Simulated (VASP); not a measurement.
Wanted: the native input for a VASP 6.6.1 run.

```yaml
Task: single point
Functional: LDA
Potentials_or_basis: VASP PAW LDA potentials, release 64 (Ge_d)
Cutoff: 520 eV
k_mesh: 4 × 4 × 4
Occupations: gaussian, width 0.05 eV
Spin: no spin polarisation
Dipole_correction: no
Further_INCAR_settings: ALGO = Normal; EDIFF = 1e-07; NBANDS = 66
```

The structure of Ge lies in POSCAR:

```
Ge
1.0
    5.6242933856      0.0000000000      0.0000000000
    0.0000000000      5.6242933856      0.0000000000
    0.0000000000      0.0000000000      5.6242933856
Ge
8
Direct
    0.0000000000      0.0000000000      0.0000000000
    0.0000000000      0.5000000000      0.5000000000
    0.5000000000      0.0000000000      0.5000000000
    0.5000000000      0.5000000000      0.0000000000
    0.2500000000      0.2500000000      0.2500000000
    0.2500000000      0.7500000000      0.7500000000
    0.7500000000      0.2500000000      0.7500000000
    0.7500000000      0.7500000000      0.2500000000
```

The input as run:

INCAR

```
SYSTEM = Ge
PREC = Accurate
ENCUT = 520
EDIFF = 1E-7
ISMEAR = 0
SIGMA = 0.05
LREAL = .FALSE.
LASPH = .TRUE.
NELM = 100
ALGO = Normal
ISIF = 2
LWAVE = .FALSE.
LCHARG = .FALSE.
NBANDS = 66
```

KPOINTS

```
regular mesh
0
G
  4 4 4
  0 0 0
```

Potentials or basis: VASP PAW LDA potentials, release 64 (Ge_d).

Run with:

```bash
$ cat potpaw_LDA.64/Ge_d/POTCAR > POTCAR
$ mpirun -np 1 vasp_std > vasp.out
```

Results of the run:

```json
{"Pressure": "0.0 GPa"}
```

Run time: 61 s on 1 thread of Intel(R) Xeon(R) Platinum 8488C (Sapphire Rapids), on a shared host, peak memory 0.25 GiB.
